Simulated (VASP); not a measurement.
# MgO (Periclase) (Fm-3m) in VASP: a series of runs

The runs below take MgO (Periclase) through single point, with PBE.

All numbers are computed with VASP 6.6.1; they aren't measurements. Logs are shortened: lines on timing, memory, paths and dates and some standing lists are left out, and cuts for length are marked.

**Measured values to compare with.**

From “Electronic structure of alkaline earth and post-transition metal oxides”, 2009, arxiv:0908.1581, for a bulk crystal of MgO: band gap 7.83 eV.

The runs below are set against these values where they give the same quantity.

### Step 1. The cell of the first run

It takes space group Fm-3m (No. 225, cubic). Conventional cell: a = 4.248 Å, b = 4.248 Å, c = 4.248 Å, α = 90.00°, β = 90.00°, γ = 90.00°. Mg (site symmetry m-3m) has 6 O at 2.12 Å within 2.8 Å. Within 2.8 Å of O (site symmetry m-3m) lie 6 Mg at 2.12 Å.

### Step 2. Single point, PBE

Contents of INCAR:

```
SYSTEM = MgO
PREC = Accurate
ENCUT = 600
EDIFF = 1E-6
ISMEAR = 0
SIGMA = 0.01
LREAL = .False.
LASPH = .True.
NELM = 120
ALGO = Normal
ISIF = 2
LWAVE = .False.
LCHARG = .True.
GGA = PE
LELF = .True.
LVHAR = .True.
NBANDS = 11
GGA_COMPAT = .False.
```

Contents of KPOINTS:

```
regular mesh
0
Gamma
  10 10 10
  0 0 0
```

Contents of POSCAR:

```
MgO
1.0
    0.0000000000      2.1239719396      2.1239719396
    2.1239719396      0.0000000000      2.1239719396
    2.1239719396      2.1239719396      0.0000000000
Mg O
1 1
Direct
    0.0000000000      0.0000000000      0.0000000000
    0.5000000000      0.5000000000      0.5000000000
```

Potentials or basis: VASP PAW PBE potentials, release 64 (Mg, O).

The run is started by

```sh
$ cat potpaw_PBE.64/Mg/POTCAR potpaw_PBE.64/O/POTCAR > POTCAR
$ mpirun -np 1 vasp_std > vasp.out
```

OUTCAR:

```text
SYSTEM = MgO
   PREC = Accurate
   ENCUT = 600
   EDIFF = 1E-6
   ISMEAR = 0
   LREAL = .False.
   LASPH = .True.
   NELM = 120
   ISIF = 2
   GGA = PE

 ion  position               nearest neighbor table
   1  0.000  0.000  0.000-   2 2.12   2 2.12   2 2.12   2 2.12   2 2.12   2 2.12
   2  0.500  0.500  0.500-   1 2.12   1 2.12   1 2.12   1 2.12   1 2.12   1 2.12

  LATTYP: Found a face centered cubic cell.
 ALAT       =     4.2479438792

  Lattice vectors:

 A1 = (   0.0000000000,   2.1239719396,   2.1239719396)
 A2 = (   2.1239719396,   0.0000000000,   2.1239719396)
 A3 = (   2.1239719396,   2.1239719396,   0.0000000000)

Analysis of symmetry for initial positions (statically):
=====================================================================
 Subroutine PRICEL returns:
 Original cell was already a primitive cell.

 Routine SETGRP: Setting up the symmetry group for a
 face centered cubic supercell.

 Subroutine GETGRP returns: Found 48 space group operations
 (whereof 48 operations were pure point group operations)
 out of a pool of 48 trial point group operations.

The static configuration has the point symmetry O_h .

Analysis of symmetry for dynamics (positions and initial velocities):
=====================================================================
 Subroutine PRICEL returns:
 Original cell was already a primitive cell.

 Routine SETGRP: Setting up the symmetry group for a
 face centered cubic supercell.

 Subroutine GETGRP returns: Found 48 space group operations
 (whereof 48 operations were pure point group operations)
 out of a pool of 48 trial point group operations.

The dynamic configuration has the point symmetry O_h .

 Subroutine INISYM returns: Found 48 space group operations
 (whereof 48 operations are pure point group operations),
 and found     1 'primitive' translations

----------------------------------------------------------------------------------------

                                     Primitive cell

  volume of cell :      19.1636

  direct lattice vectors                    reciprocal lattice vectors
     0.000000000  2.123971940  2.123971940    -0.235408006  0.235408006  0.235408006
     2.123971940  0.000000000  2.123971940     0.235408006 -0.235408006  0.235408006
     2.123971940  2.123971940  0.000000000     0.235408006  0.235408006 -0.235408006

  length of vectors
     3.003749923  3.003749923  3.003749923     0.407738628  0.407738628  0.407738628

  position of ions in fractional coordinates (direct lattice)
     0.000000000  0.000000000  0.000000000
[... 81 lines left out ...]
   NSW    =      0    number of steps for IOM
   IBRION =     -1    ionic relax: 0-MD 1-quasi-New 2-CG
   NFREE  =      0    steps in history (QN), initial steepest desc. (CG)
   ISIF   =      2    stress and relaxation
   ISYM   =      2    0-nonsym 1-usesym 2-fastsym
   POTIM  = 0.5000    time-step for ionic-motion
   TEBEG  =    0.0;   TEEND  =   0.0 temperature during run
   PSTRESS=    0.0 pullay stress
   NELECT =       8.0000    total number of electrons
   NUPDOWN=      -1.0000    fix difference up-down
   EMIN   =  10.00;   EMAX   =-10.00  energy-range for DOS
   EFERMI =   0.00;   METHOD = LEGACY
   ISMEAR =     0;   SIGMA  =   0.01  broadening in eV -4-tet -1-fermi 0-gaus
   EFERMI_NEDOS =   21; number of points for ismear=-14 and -15
   IALGO  =     38    algorithm
   IMIX   =      4    mixing-type and parameters
     AMIX     =   0.40;   BMIX     =  1.00
     AMIX_MAG =   1.60;   BMIX_MAG =  1.00
  volume/ion in A,a.u.               =       9.58        64.66
  Fermi-wavevector in a.u.,A,eV,Ry     =   1.223525  2.312126 20.368092  1.497013
  Thomas-Fermi vector in A             =   2.358632
   LORBIT       =      0    0 simple, 1 ext, 2 COOP (PROOUT), +10 PAW based schemes
   GGA     = PE    functional components
   LHFCALC =     F    Hartree Fock is set to
   AEXX    =    0.0000 exact exchange contribution
   IVDW    =     0    specifies the selected vdW correction
   LEPSILON=     F    determine dielectric tensor
   LRPA    =     F    only Hartree local field effects (RPA)
 non-spin polarized calculation
 Gauss-broadening in eV      SIGMA  =   0.01
  energy-cutoff  :      600.00
  volume of cell :       19.16
 maximum number of plane-waves:       652
   NGX = 11   NGY = 11   NGZ = 11

 number of electron       8.0000004 magnetization

 Free energy of the ion-electron system (eV)
  ---------------------------------------------------
  ext. energy  EPLUGINS =         0.00000000
  ---------------------------------------------------
  free energy    TOTEN  =       -11.91497589 eV

  energy without entropy =      -11.91497589  energy(sigma->0) =      -11.91497589

 E-fermi :   3.0611     XC(G=0): -10.9584

 val. band max:        2.9968323894   @ k =   0.0000   0.0000   0.0000
 cond. band min:       7.4805770343   @ k =   0.0000   0.0000   0.0000
 fundamental gap:      4.4837446449
 Fermi energy:         3.0611161334

 k-point     1 :       0.0000    0.0000    0.0000
  band No.  band energies     occupation
      1     -14.1374      2.00000
      2       2.9968      2.00000
      3       2.9968      2.00000
      4       2.9968      2.00000
      5       7.4806      0.00000
      6      18.6543      0.00000
      7      18.6543      0.00000
      8      18.6543      0.00000
      9      22.5033      0.00000
     10      24.2495      0.00000
     11      24.2495      0.00000
[... 309 lines left out ...]
 k-point    24 :       0.4000    0.3000    0.0000
  band No.  band energies     occupation
      1     -12.9575      2.00000
      2      -0.4957      2.00000
      3       1.7304      2.00000
      4       1.9428      2.00000
      5      12.3218      0.00000
      6      13.0946      0.00000
      7      16.3302      0.00000
      8      20.8424      0.00000
      9      21.0444      0.00000
     10      27.5728      0.00000
     11      29.4667      0.00000

 [... further k-points ...]
[... 5 lines left out ...]
  --------------------------------------------------------------------------------------
  -------------------------------------------------------------------------------------
  Total       -0.0437753     -0.0437753     -0.0437753      0.0000000      0.0000000      0.0000000
  in kB       -3.6598517     -3.6598517     -3.6598517      0.0000000      0.0000000      0.0000000
  external PRESSURE =      -3.6598517 kB  Pullay stress =       0.0000000 kB

 VOLUME and BASIS-vectors are now :
 -----------------------------------------------------------------------------
  energy-cutoff  :      600.00
  volume of cell :       19.16
      direct lattice vectors                 reciprocal lattice vectors
     0.000000000  2.123971940  2.123971940    -0.235408006  0.235408006  0.235408006
     2.123971940  0.000000000  2.123971940     0.235408006 -0.235408006  0.235408006
     2.123971940  2.123971940  0.000000000     0.235408006  0.235408006 -0.235408006

 POSITION                                       TOTAL-FORCE (eV/Angst)
 -----------------------------------------------------------------------------------
      0.00000      0.00000      0.00000         0.000000      0.000000     -0.000000
      2.12397      2.12397      2.12397        -0.000000     -0.000000      0.000000
 -----------------------------------------------------------------------------------
    total drift:                               -0.000000     -0.000000      0.000000

  FREE ENERGIE OF THE ION-ELECTRON SYSTEM (eV)
  ---------------------------------------------------
  free  energy   TOTEN  =       -11.9149758861 eV

  energy  without entropy=      -11.9149758861  energy(sigma->0) =      -11.91497589
```

OSZICAR:

```text
N       E                     dE             d eps       ncg     rms          rms(c)
DAV:   1     0.166739866816E+02    0.16674E+02   -0.47735E+03  1154   0.718E+02
DAV:   2    -0.128302689922E+02   -0.29504E+02   -0.28924E+02  1180   0.146E+02
DAV:   3    -0.134683735811E+02   -0.63810E+00   -0.63765E+00  1261   0.189E+01
DAV:   4    -0.134700415175E+02   -0.16679E-02   -0.16679E-02  1133   0.108E+00
DAV:   5    -0.134700473368E+02   -0.58193E-05   -0.58192E-05  1214   0.623E-02    0.719E+00
DAV:   6    -0.119340971240E+02    0.15360E+01   -0.89485E+00  1070   0.164E+01    0.227E+00
DAV:   7    -0.119211545812E+02    0.12943E-01   -0.63687E-02  1130   0.221E+00    0.135E+00
DAV:   8    -0.119154559593E+02    0.56986E-02   -0.30626E-02  1088   0.197E+00    0.257E-01
DAV:   9    -0.119150115064E+02    0.44445E-03   -0.65099E-04  1160   0.180E-01    0.145E-01
DAV:  10    -0.119149736343E+02    0.37872E-04   -0.59103E-04  1148   0.183E-01    0.872E-03
DAV:  11    -0.119149759883E+02   -0.23540E-05   -0.33680E-06  1169   0.150E-02    0.617E-03
DAV:  12    -0.119149758861E+02    0.10225E-06   -0.73720E-07   655   0.668E-03
   1 F= -.11914976E+02 E0= -.11914976E+02  d E =-.191260E-22
```

stdout:

```text
POSCAR found type information on POSCAR MgO
 POSCAR found :  2 types and       2 ions
 scaLAPACK will be used
 LDA part: xc-table for (Slater+PW92), standard interpolation
 POSCAR, INCAR and KPOINTS ok, starting setup
 FFT: planning ... GRIDC
 FFT: planning ... GRID_SOFT
 FFT: planning ... GRID
 WAVECAR not read
 entering main loop
```

Run time: 11 s. Hardware: 1 thread of Intel Xeon 8259CL, shared host; peak memory 0.14 GiB.

Results:

| Quantity | Value |
| --- | --- |
| Free energy | -11.9150 eV |
| Pressure | -0.4 GPa |
| Band gap on the k mesh | 4.48 eV, direct |

As with any semilocal functional, this PBE gap is likely too small.

### Step 3. Single point, PBE

Contents of INCAR:

```
SYSTEM = MgO
PREC = Accurate ; ENCUT = 600
EDIFF = 1E-6 ; ISMEAR = 0
SIGMA = 0.02 ; LREAL = .FALSE.
LASPH = .TRUE. ; NELM = 120
ALGO = Normal ; ISIF = 2
LWAVE = .FALSE. ; LCHARG = .FALSE.
GGA = PE ; NBANDS = 11
GGA_COMPAT = .FALSE.
```

Contents of KPOINTS:

```
Automatic mesh
0
G
  10 10 10
  0 0 0
```

POSCAR is that of step 2.

Potentials or basis: VASP PAW PBE potentials, release 64 (Mg, O).

The run is started by

```sh
$ cat potpaw_PBE.64/Mg/POTCAR potpaw_PBE.64/O/POTCAR > POTCAR
$ mpirun -np 1 vasp_std > vasp.out
```

It took 10 s on 1 thread of Intel Xeon 8259CL, shared host; peak memory 0.15 GiB.

It converged, with:

```
Free energy            : -11.9150 eV
Pressure               : -0.4 GPa
Band gap on the k mesh : 4.48 eV, direct
```

Levels at points of the mesh, in eV from the valence-band top:
```
           k point  band 1  band 2  band 3  band 4  band 5  band 6  band 7  band 8
(0.00, 0.00, 0.00)  -17.13    0.00    0.00    0.00    4.48   15.66   15.66   15.66
(0.50, 0.00, 0.00)  -15.91   -4.51   -0.63   -0.63    7.74   12.32   16.05   16.05
(0.50, 0.50, 0.00)  -15.66   -3.98   -1.31   -1.31    9.09    9.70   12.83   18.59
```

### Step 4. How close it comes

Step 3. Measured gap of MgO: 7.83 eV (quoted in “Electronic structure of alkaline earth and post-transition metal oxides”, 2009, arxiv:0908.1581). This calculation gives 4.48 eV (-3.35 eV). The value is that of PBE, without temperature or zero-point motion. Semilocal functionals fall short of measured gaps as a rule.
